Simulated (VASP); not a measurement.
Runs of VASP 6.6.1 on AlN. Symmetry: P6_3mc, No. 186, hexagonal system. Conventional cell: a = 3.113 Å, b = 3.113 Å, c = 4.981 Å, α = 90.00°, β = 90.00°, γ = 120.00°. Al (site symmetry 3m) has 4 N at 1.89 to 1.90 Å within 2.5 Å. N (site symmetry 3m) has 4 Al at 1.89 to 1.90 Å within 2.5 Å. 

| task | level | potentials or basis | cell | gap on the mesh (eV) | pressure (GPa) | largest force (eV/Å) |
| --- | --- | --- | --- | --- | --- | --- |
| single point | PBE | VASP PAW PBE potentials, release 64 (Al, N) | as given | 4.19 | 3.4 | - |
| electric field gradients | LDA | VASP PAW LDA potentials, release 64 (Al, N) | as given | 4.22 | (b) | 0.01 |
| electric field gradients | PBE+D4 | VASP PAW PBE potentials, release 64 (Al, N) | as given | 4.22 | -1.2 | 0.13 |
| electric field gradients | r2SCAN | VASP PAW PBE potentials, release 64 (Al, N) | as given | 4.87 | (a) | 0.01 |
| relaxation of the atoms | PBE | VASP PAW PBE potentials, release 64 (Al, N) | atoms relaxed | 4.19 | 3.4 | - |

Alike in all rows: no spin polarisation; k mesh 11 × 11 × 6; cutoff (eV) 520; smearing fermi-dirac 0.02 eV.

**Question.** Fill in the values left out.

**Answer.** (a) -1.4; (b) -4.1.

Caveats: the PAW data sets were made with another functional, which shifts forces and pressure a little (some runs).

A k mesh can miss the band edges.
